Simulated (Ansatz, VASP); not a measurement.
# Mg3SiO: VASP beside Ansatz

```
Si O Mg
1.0
     4.22506    0.00000    0.00000
     0.00000    4.22506    0.00000
     0.00000    0.00000    4.22506
Si O Mg
1 1 3
Direct
  0.00000 0.00000 0.00000
  0.50000 0.50000 0.50000
  0.50000 0.50000 0.00000
  0.50000 0.00000 0.50000
  0.00000 0.50000 0.50000
```

Alike in both runs: task single point; functional r2SCAN; k mesh 6 × 6 × 6; occupations fermi-dirac, width 0.02 eV; no spin polarisation.

|  | VASP | Ansatz |
| --- | --- | --- |
| version | VASP 6.6.1 | Ansatz 0.2.0 |
| potentials or method | VASP PAW PBE potentials, release 64 (Si, O, Mg) | plane waves, PAW |
| plane-wave cutoff (eV) | 520 | 500 |
| valence electrons in the cell | 16 | 40 |

```csv
,VASP,Ansatz,Ansatz less VASP
pressure (GPa),-3.0,-2.5,+0.56
```

VASP's potentials were made for PBE, not for r2SCAN. With one functional, cell and mesh, what is left measures potentials, basis and numerics. VASP's potentials hold 16 valence electrons a cell and Ansatz's 40, so a difference there can come from the potentials and not from the codes.
